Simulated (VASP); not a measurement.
A run of VASP 6.6.1 is set up as follows.

INCAR

```
PREC = Accurate
ENCUT = 520
EDIFF = 1E-6
ISMEAR = 0
SIGMA = 0.02
LREAL = Auto
LASPH = True
NELM = 60
ALGO = Normal
ISIF = 2
LWAVE = False
LCHARG = False
GGA = CA
NBANDS = 63
```

The input KPOINTS:

```
Automatic mesh
0
Gamma
  4 4 4
```

POSCAR

```
SiO2
1.0
   -4.3177189746      4.3177189746      4.3177189746
    4.3177189746     -4.3177189746      4.3177189746
    4.3177189746      4.3177189746     -4.3177189746
Si O
6 12
Direct
    0.5000000000      0.2500000000      0.7500000000
    0.5000000000      0.7500000000      0.2500000000
    0.2500000000      0.7500000000      0.5000000000
    0.7500000000      0.2500000000      0.5000000000
    0.2500000000      0.5000000000      0.7500000000
    0.7500000000      0.5000000000      0.2500000000
    0.3470058209      0.0000000000      0.6529941791
    0.6529941791      0.6529941791      0.3059883581
    0.3470058209      0.6529941791      0.0000000000
    0.3470058209      0.6940116419      0.3470058209
    0.6529941791      0.3059883581      0.6529941791
    0.0000000000      0.3470058209      0.6529941791
    0.6940116419      0.3470058209      0.3470058209
    0.6529941791      0.3470058209      0.0000000000
    0.0000000000      0.6529941791      0.3470058209
    0.3059883581      0.6529941791      0.6529941791
    0.3470058209      0.3470058209      0.6940116419
    0.6529941791      0.0000000000      0.3470058209
```

Potentials or basis: VASP PAW LDA potentials, release 64 (Si, O).

Run with:

```bash
$ cat potpaw_LDA.64/Si/POTCAR potpaw_LDA.64/O/POTCAR > POTCAR
$ mpirun -np 1 vasp_std > vasp.out
```

Question: Estimate the pressure.

Answer: 12.1 GPa.

Question: Predict the band gap on the k mesh.

Answer: 5.41 eV.

Caveat: the cell stands under pressure. A k mesh can miss the band edges.
